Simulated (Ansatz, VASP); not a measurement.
# Two plane-wave programs on Ge

```
Ge
1.0
     2.79744    0.00000    0.00000
     0.00000    2.79744    0.00000
     0.00000    0.00000    2.79744
Ge
1
Direct
  0.00000 0.00000 0.00000
```

Alike in both runs: task single point; functional BLYP; k mesh 18 × 18 × 18; occupations fermi-dirac, width 0.1 eV; no spin polarisation.

```csv
,VASP,Ansatz
version,VASP 6.6.1,Ansatz 0.2.0
potentials or method,"VASP PAW PBE potentials, release 64 (Ge_d), cutoff 520 eV","plane waves (420 eV) with PAW, scalar-relativistic"
valence electrons in the cell,14,14
```

Ansatz gave:

| Item | Value |
| --- | --- |
| pressure (GPa) | -0.2 |

Question: Which values does VASP return?

Answer: Pressure (GPa): -0.1.

VASP's potentials were made for PBE, not for BLYP.
